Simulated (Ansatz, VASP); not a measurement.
## Cs: VASP beside Ansatz

INCAR

```
  PREC = Accurate
  ENCUT = 520
  EDIFF = 1E-6
  ISMEAR = 0
  SIGMA = 0.15
  LREAL = False
  LASPH = True
  NELM = 80
  ALGO = Fast
  ISIF = 2
  LWAVE = False
  LCHARG = True
  GGA = PS
  LELF = True
  LVHAR = True
  NBANDS = 10
```

The input KPOINTS:

```
Automatic mesh
0
Gamma
  12 12 12
```

File POSCAR:

```
Cs
1.0
   -3.0225000000      3.0073875000      3.0225000000
    3.0225000000     -3.0073875000      3.0225000000
    3.0225000000      3.0073875000     -3.0225000000
Cs
1
Direct
    0.0000000000      0.0000000000      0.0000000000
```

Input for Ansatz:

```yaml
crystal:
  lattice:
    - [-3.0225, 3.0073875, 3.0225]
    - [3.0225, -3.0073875, 3.0225]
    - [3.0225, 3.0073875, -3.0225]
  atoms:
    - { symbol: Cs, position: [0.0, 0.0, 0.0] }
basis:
  ecutwfc: 420
kpoints:
  mp_grid: { grid: [12, 12, 12] }
hamiltonian:
  xc: pbesol
scf:
  occupations: { method: gaussian, width: 0.15 }
output:
  forces: true
  stress: true
  eigenvalues: true
```

Change from the starting cell: strain -0.0050 x Voigt [0, 1, 0, 0, 0, 0], atoms carried along.

Alike in both runs: task single point; functional PBEsol; k mesh 12 × 12 × 12; occupations gaussian, width 0.15 eV; no spin polarisation.

```csv
,VASP,Ansatz
version,VASP 6.6.1,Ansatz 0.2.0
potentials or method,"VASP PAW PBE potentials, release 64 (Cs_sv), cutoff 520 eV","scalar-relativistic, plane waves, PAW"
valence electrons in the cell,9,9
```

```csv
,VASP,Ansatz,Ansatz less VASP
gap on the k mesh at the Fermi level (eV),none,none,-
pressure (GPa),0.0,0.0,+0.01
```

VASP's potentials were made for PBE, not for PBEsol. A gap of «none» marks a metal or a gap that the smearing closes.

Spin-orbit coupling is off throughout.
